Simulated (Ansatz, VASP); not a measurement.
# Hg: VASP beside Ansatz

```xyz
1
Lattice="3.0936 0.0155 0.0155 0.0155 3.0936 0.0155 0.0155 0.0155 3.0936" Properties=species:S:1:pos:R:3 pbc="T T T"
Hg    0.0000    0.0000    0.0000
```

Change from the starting cell: equal xy, yz and zx shear strains of +1 %, crystal datasets.

Alike in both runs: task electric field gradients; functional PBE; k mesh 12 × 12 × 12; occupations fermi-dirac, width 0.05 eV; no spin polarisation.

|  | VASP | Ansatz |
| --- | --- | --- |
| version | VASP 6.6.1 | Ansatz 0.2.0 |
| potentials or method | VASP PAW PBE potentials, release 64 (Hg), cutoff 520 eV | all-electron PAW with datasets made for the crystal, scalar-relativistic |

```csv
,VASP,Ansatz,Ansatz less VASP
pressure (GPa),0.2,0.0,-0.19
size of Vzz on the site where it differs most (V/Å²),5.7,5.1,-0.62
```

Ansatz ran all-electron here, and VASP with PAW potentials.

Neither program's run includes spin-orbit coupling.
